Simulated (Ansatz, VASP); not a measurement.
## One calculation of Cu, two programs

File INCAR:

```
ALGO     = Fast           # electronic algorithm
EDIFF    = 1E-6           # SCF threshold, eV
ENCUT    = 520            # plane-wave cutoff, eV
GGA      = PS             # functional
ISIF     = 2              # what is computed and relaxed
ISMEAR   = 0              # smearing method
LASPH    = True           # aspherical terms in the spheres
LCHARG   = False          # write CHGCAR
LREAL    = False          # projectors in reciprocal space
LWAVE    = False          # write WAVECAR
NBANDS   = 18             # bands
NELM     = 60             # most SCF steps
PREC     = Accurate       # precision mode
SIGMA    = 0.15           # smearing width, eV
```

File KPOINTS:

```
k-points
0
Gamma
  22 22 20
```

Contents of POSCAR:

```
Cu
1.0
    1.2146947347     -3.9594664907      0.0000000000
    1.2146947347      3.9594664907      0.0000000000
    0.0000000000      0.0000000000      2.4675572805
Cu
2
Direct
    0.1338543804      0.8661456196      0.2500000000
    0.8661456196      0.1338543804      0.7500000000
```

Input for Ansatz:

```yaml
crystal:
  lattice:
    - [1.2146947347, -3.9594664907, 0.0]
    - [1.2146947347, 3.9594664907, 0.0]
    - [0.0, 0.0, 2.4675572805]
  atoms:
    - { symbol: Cu, position: [0.1338543804, 0.8661456196, 0.25] }
    - { symbol: Cu, position: [0.8661456196, 0.1338543804, 0.75] }
basis:
  ecutwfc: 520.0
kpoints:
  mp_grid: { grid: [22, 22, 20] }
hamiltonian:
  xc: pbesol
  pseudopotentials: { kind: paw, azcp: { folder: soft_1 } }
scf:
  occupations: { method: gaussian, width: 0.15 }
output:
  forces: true
  stress: true
  eigenvalues: true
  write_density: true
  write_potential: true
  elf: true
  volumetric_format: npy
```

Alike in both runs: task single point; functional PBEsol; k mesh 22 × 22 × 20; occupations gaussian, width 0.15 eV; no spin polarisation.

|  | VASP | Ansatz |
| --- | --- | --- |
| version | VASP 6.6.1 | Ansatz 0.2.0 |
| potentials or method | VASP PAW PBE potentials, release 64 (Cu), cutoff 520 eV | scalar-relativistic, plane waves, PAW |
| valence electrons in the cell | 22 | 38 |

Ansatz gave:

```
gap on the k mesh at the Fermi level (eV)                     : none
pressure (GPa)                                                : 0.0
traceless stress, the component that is largest in VASP (GPa) : -0.09
rms of the force components (eV/Å)                            : 0.001
```

**Question.** Estimate VASP's values.

**Answer.** gap on the k mesh at the Fermi level (eV): none; pressure (GPa): 1.2; traceless stress, the component that is largest in VASP (GPa): -0.21; rms of the force components (eV/Å): 0.003.

VASP's potentials were made for PBE, not for PBEsol, and Ansatz warns of the same on its side. Atom by atom the forces differ by 0.004 eV/Å (rms over components). A gap of «none» marks a metal or a gap that the smearing closes. VASP's potentials hold 22 valence electrons a cell and Ansatz's 38, so a difference there can come from the potentials and not from the codes.
